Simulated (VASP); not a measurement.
# Ru (Im-3m) in VASP: a series of runs, part 2 of 4

VASP 6.6.1. Earlier steps stand in the parts before.

**3. Single point, PBEsol (volume scaled by 0.88)**

INCAR reads:

```
SYSTEM = Ru
  PREC = Accurate
  ENCUT = 520
  EDIFF = 1E-7
  ISMEAR = -1
  SIGMA = 0.1
  LREAL = .FALSE.
  LASPH = .TRUE.
  NELM = 80
  ALGO = Normal
  ISIF = 2
  LWAVE = .FALSE.
  LCHARG = .TRUE.
  GGA = PS
  LELF = .TRUE.
  LVHAR = .TRUE.
  NBANDS = 13
```

KPOINTS reads:

```
regular mesh
0
G
  16 16 16
  0 0 0
```

POSCAR reads:

```
Ru
1.0
   -1.4467729907      1.4467729907      1.4467729907
    1.4467729907     -1.4467729907      1.4467729907
    1.4467729907      1.4467729907     -1.4467729907
Ru
1
Direct
    0.0000000000      0.0000000000      0.0000000000
```

Potentials or basis: VASP PAW PBE potentials, release 64 (Ru_pv).

Launch:

```sh
$ cat potpaw_PBE.64/Ru_pv/POTCAR > POTCAR
$ mpirun -np 1 vasp_std > vasp.out
```

OUTCAR:

```text
SYSTEM = Ru
   PREC = Accurate
   ENCUT = 520
   EDIFF = 1E-7
   ISMEAR = -1
   LREAL = .FALSE.
   LASPH = .TRUE.
   NELM = 80
   ISIF = 2
   GGA = PS

 ion  position               nearest neighbor table
   1  0.000  0.000  0.000-

  LATTYP: Found a body centered cubic cell.
 ALAT       =     2.8935459814

  Lattice vectors:

 A1 = (  -1.4467729907,   1.4467729907,   1.4467729907)
 A2 = (   1.4467729907,  -1.4467729907,   1.4467729907)
 A3 = (   1.4467729907,   1.4467729907,  -1.4467729907)

Analysis of symmetry for initial positions (statically):
=====================================================================
 Subroutine PRICEL returns:
 Original cell was already a primitive cell.

 Routine SETGRP: Setting up the symmetry group for a
 body centered cubic supercell.

 Subroutine GETGRP returns: Found 48 space group operations
 (whereof 48 operations were pure point group operations)
 out of a pool of 48 trial point group operations.

The static configuration has the point symmetry O_h .

Analysis of symmetry for dynamics (positions and initial velocities):
=====================================================================
 Subroutine PRICEL returns:
 Original cell was already a primitive cell.

 Routine SETGRP: Setting up the symmetry group for a
 body centered cubic supercell.

 Subroutine GETGRP returns: Found 48 space group operations
 (whereof 48 operations were pure point group operations)
 out of a pool of 48 trial point group operations.

The dynamic configuration has the point symmetry O_h .

 Subroutine INISYM returns: Found 48 space group operations
 (whereof 48 operations are pure point group operations),
 and found     1 'primitive' translations

----------------------------------------------------------------------------------------

                                     Primitive cell

  volume of cell :      12.1133

  direct lattice vectors                    reciprocal lattice vectors
    -1.446772991  1.446772991  1.446772991     0.000000000  0.345596720  0.345596720
     1.446772991 -1.446772991  1.446772991     0.345596720  0.000000000  0.345596720
     1.446772991  1.446772991 -1.446772991     0.345596720  0.345596720  0.000000000

  length of vectors
     2.505884327  2.505884327  2.505884327     0.488747568  0.488747568  0.488747568

  position of ions in fractional coordinates (direct lattice)
     0.000000000  0.000000000  0.000000000

  ion indices of the primitive-cell ions
   primitive index   ion index
                 1           1

----------------------------------------------------------------------------------------

 KPOINTS: regular mesh

Automatic generation of k-mesh.
 Grid dimensions read from file:
 generate k-points for:   16   16   16

 Generating k-lattice:

  Cartesian coordinates                     Fractional coordinates (reciprocal lattice)
     0.000000000  0.021599795  0.021599795     0.062500000  0.000000000  0.000000000
     0.021599795  0.000000000  0.021599795     0.000000000  0.062500000  0.000000000
     0.021599795  0.021599795  0.000000000     0.000000000  0.000000000  0.062500000

  Length of vectors
     0.030546723  0.030546723  0.030546723

  Shift w.r.t. Gamma in fractional coordinates (k-lattice)
     0.000000000  0.000000000  0.000000000

 Subroutine IBZKPT returns following result:
 ===========================================

 Found    145 irreducible k-points:

 Following reciprocal coordinates:
            Coordinates               Weight
  0.000000  0.000000  0.000000      1.000000
  0.062500  0.000000  0.000000     12.000000
  0.125000  0.000000  0.000000     12.000000
  0.187500  0.000000  0.000000     12.000000
  0.250000  0.000000  0.000000     12.000000
  0.312500  0.000000  0.000000     12.000000
[... 16 lines left out ...]
  0.187500  0.187500  0.000000     24.000000
  0.250000  0.187500  0.000000     48.000000
 [... further k-points ...]
   k-points           NKPTS =    145   k-points in BZ     NKDIM =    145   number of bands    NBANDS=     13
   number of dos      NEDOS =    301   number of ions     NIONS =      1
   total plane-waves  NPLWV =   8000
   dimension x,y,z NGX =    20 NGY =   20 NGZ =   20
   dimension x,y,z NGXF=    40 NGYF=   40 NGZF=   40
   ions per type =               1
   NGX,Y,Z   is equivalent  to a cutoff of  13.27, 13.27, 13.27 a.u.
   NGXF,Y,Z  is equivalent  to a cutoff of  26.54, 26.54, 26.54 a.u.
 SYSTEM =  Ru
   PREC   = accura    normal or accurate (medium, high low for compatibility)
   ISTART =      0    job   : 0-new  1-cont  2-samecut
   ICHARG =      2    charge: 1-file 2-atom 10-const
   ISPIN  =      1    spin polarized calculation?
   LNONCOLLINEAR =      F non collinear calculations
   LSORBIT =      F    spin-orbit coupling
   LASPH  =      T    aspherical Exc in radial PAW
   ENCUT  =  520.0 eV  38.22 Ry    6.18 a.u.   4.66  4.66  4.66*2*pi/ulx,y,z
   NELM   =     80;   NELMIN=  2; NELMDL= -5     # of ELM steps
   EDIFF  = 0.1E-06   stopping-criterion for ELM
   LREAL  =      F    real-space projection
   EDIFFG = 0.1E-05   stopping-criterion for IOM
   NSW    =      0    number of steps for IOM
   IBRION =     -1    ionic relax: 0-MD 1-quasi-New 2-CG
   NFREE  =      0    steps in history (QN), initial steepest desc. (CG)
   ISIF   =      2    stress and relaxation
   ISYM   =      2    0-nonsym 1-usesym 2-fastsym
   POTIM  = 0.5000    time-step for ionic-motion
   TEBEG  =    0.0;   TEEND  =   0.0 temperature during run
   PSTRESS=    0.0 pullay stress
   NELECT =      14.0000    total number of electrons
   NUPDOWN=      -1.0000    fix difference up-down
   EMIN   =  10.00;   EMAX   =-10.00  energy-range for DOS
   EFERMI =   0.00;   METHOD = LEGACY
   ISMEAR =    -1;   SIGMA  =   0.10  broadening in eV -4-tet -1-fermi 0-gaus
   EFERMI_NEDOS =   21; number of points for ismear=-14 and -15
   IALGO  =     38    algorithm
   IMIX   =      4    mixing-type and parameters
     AMIX     =   0.40;   BMIX     =  1.00
     AMIX_MAG =   1.60;   BMIX_MAG =  1.00
  volume/ion in A,a.u.               =      12.11        81.74
  Fermi-wavevector in a.u.,A,eV,Ry     =   1.718029  3.246604 40.159271  2.951623
  Thomas-Fermi vector in A             =   2.794918
   LORBIT       =      0    0 simple, 1 ext, 2 COOP (PROOUT), +10 PAW based schemes
   GGA     = PS    functional components
   LHFCALC =     F    Hartree Fock is set to
   AEXX    =    0.0000 exact exchange contribution
   IVDW    =     0    specifies the selected vdW correction
   LEPSILON=     F    determine dielectric tensor
   LRPA    =     F    only Hartree local field effects (RPA)
 non-spin polarized calculation
  energy-cutoff  :      520.00
  volume of cell :       12.11
 maximum number of plane-waves:       337
   NGX =  9   NGY =  9   NGZ =  9

 number of electron      14.0000000 magnetization

 Free energy of the ion-electron system (eV)
  ---------------------------------------------------
  ext. energy  EPLUGINS =         0.00000000
  ---------------------------------------------------
  free energy    TOTEN  =        -9.28959497 eV

  energy without entropy =       -9.23748194  energy(sigma->0) =       -9.26353845

 E-fermi :  15.0958     XC(G=0): -14.9876

 val. band max:       15.0929081366   @ k =   0.2500   0.2500   0.0625
 cond. band min:      15.0979665237   @ k =  -0.0625   0.0625   0.0625
 fundamental gap:      0.0050583870
 Fermi energy:        15.0957562854

 k-point     1 :       0.0000    0.0000    0.0000
  band No.  band energies     occupation
      1     -27.4679      2.00000
      2     -27.4679      2.00000
      3     -27.4679      2.00000
      4       6.1507      2.00000
      5      11.6324      2.00000
      6      11.6324      2.00000
      7      11.6324      2.00000
      8      14.9350      1.66604
      9      14.9350      1.66604
     10      25.3196      0.00000
     11      32.2257      0.00000
     12      32.2257      0.00000
     13      32.2257      0.00000

 k-point     2 :       0.0625    0.0000    0.0000
  band No.  band energies     occupation
      1     -27.5322      2.00000
      2     -27.4878      2.00000
      3     -27.4683      2.00000
      4       6.3511      2.00000
      5      11.5314      2.00000
      6      11.6242      2.00000
      7      11.8132      2.00000
      8      14.7939      1.90677
      9      14.9398      1.65250
     10      25.3195      0.00000
     11      32.3573      0.00000
[... 339 lines left out ...]
 k-point    24 :       0.2500    0.1875    0.0000
  band No.  band energies     occupation
      1     -28.7032      2.00000
      2     -27.9795      2.00000
      3     -27.6041      2.00000
      4       8.9766      2.00000
      5      10.1136      2.00000
      6      11.7118      2.00000
      7      14.3441      1.99891
      8      15.7433      0.00308
      9      18.6380      0.00000
     10      25.3176      0.00000
     11      29.8322      0.00000
     12      31.1759      0.00000
     13      35.2576      0.00000

 [... further k-points ...]
[... 5 lines left out ...]
  --------------------------------------------------------------------------------------
  -------------------------------------------------------------------------------------
  Total        4.0991413      4.0991413      4.0991413      0.0000000     -0.0000000     -0.0000000
  in kB      542.1785079    542.1785079    542.1785079      0.0000000     -0.0000000     -0.0000000
  external PRESSURE =     542.1785079 kB  Pullay stress =       0.0000000 kB

 VOLUME and BASIS-vectors are now :
 -----------------------------------------------------------------------------
  energy-cutoff  :      520.00
  volume of cell :       12.11
      direct lattice vectors                 reciprocal lattice vectors
    -1.446772991  1.446772991  1.446772991     0.000000000  0.345596720  0.345596720
     1.446772991 -1.446772991  1.446772991     0.345596720  0.000000000  0.345596720
     1.446772991  1.446772991 -1.446772991     0.345596720  0.345596720  0.000000000

 POSITION                                       TOTAL-FORCE (eV/Angst)
 -----------------------------------------------------------------------------------
      0.00000      0.00000      0.00000        -0.000000     -0.000000      0.000000
 -----------------------------------------------------------------------------------
    total drift:                                0.000000     -0.000000      0.000000

  FREE ENERGIE OF THE ION-ELECTRON SYSTEM (eV)
  ---------------------------------------------------
  free  energy   TOTEN  =        -9.2895949735 eV

  energy  without entropy=       -9.2374819357  energy(sigma->0) =       -9.26353845
```

OSZICAR:

```text
N       E                     dE             d eps       ncg     rms          rms(c)
DAV:   1     0.104967298821E+03    0.10497E+03   -0.84165E+03  3810   0.117E+03
DAV:   2    -0.871052567201E+01   -0.11368E+03   -0.10904E+03  4030   0.328E+02
DAV:   3    -0.991876706792E+01   -0.12082E+01   -0.11997E+01  4280   0.369E+01
DAV:   4    -0.992209182011E+01   -0.33248E-02   -0.33246E-02  4135   0.205E+00
DAV:   5    -0.992211121332E+01   -0.19393E-04   -0.19394E-04  4250   0.142E-01    0.192E+01
DAV:   6    -0.935634076548E+01    0.56577E+00   -0.80897E-01  3890   0.119E+01    0.707E+00
DAV:   7    -0.929480055407E+01    0.61540E-01   -0.10770E-01  4170   0.406E+00    0.167E+00
DAV:   8    -0.929010407501E+01    0.46965E-02   -0.90488E-03  3850   0.134E+00    0.395E-01
DAV:   9    -0.928958793283E+01    0.51614E-03   -0.33634E-04  3955   0.263E-01    0.256E-02
DAV:  10    -0.928959498333E+01   -0.70505E-05   -0.42727E-06  4235   0.257E-02    0.384E-03
DAV:  11    -0.928959497347E+01    0.98587E-08   -0.62918E-07  3920   0.108E-02
   1 F= -.92895950E+01 E0= -.92635385E+01  d E =-.521130E-01
```

Run time: 16 s. Hardware: 1 thread of Intel Xeon 6975P-C, shared host; peak memory 0.14 GiB.

What came out:

- Free energy: -9.2896 eV
- Pressure: 54.2 GPa
- Band gap on the k mesh: zero (band 7 reaches 17.38 eV, above the bottom of band 8 at 12.99 eV)

Caveat: the PAW data sets were made with another functional, which shifts forces and pressure a little.

(Part 2 of 4 ends here.)
